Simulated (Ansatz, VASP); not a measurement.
**Two plane-wave programs on WC**

```xyz
2
Lattice="2.8590 0.0000 0.0000 -1.4295 2.4760 0.0000 0.0000 0.0000 2.7931" Properties=species:S:1:pos:R:3 pbc="T T T"
W     0.0000    0.0000    0.0000
C     1.4295    0.8253    1.3966
```

Change from the starting cell: volume scaled by 0.96, ions relaxed.

Alike in both runs: functional PBE; k mesh 18 × 18 × 16; occupations fermi-dirac, width 0.05 eV; collinear spin.

Ansatz relaxed the structure, and its values are those at the end. VASP's run is a single point on that final structure, the one shown.

|  | VASP | Ansatz |
| --- | --- | --- |
| version | VASP 6.6.1 | Ansatz 0.2.0 |
| potentials or method | VASP PAW PBE potentials, release 64 (W_sv, C) | plane-wave PAW, scalar-relativistic |
| plane-wave cutoff (eV) | 520 | 420 |
| valence electrons in the cell | 18 | 18 |

|  | VASP | Ansatz | Ansatz less VASP |
| --- | --- | --- | --- |
| pressure (GPa) | 28.8 | 27.5 | -1.36 |
| net moment per atom (μB) | 0.00 | 0.00 | 0.000 |

Ansatz's warnings: seeded moment not kept, stress scf threshold loose.

Neither program's run includes spin-orbit coupling.
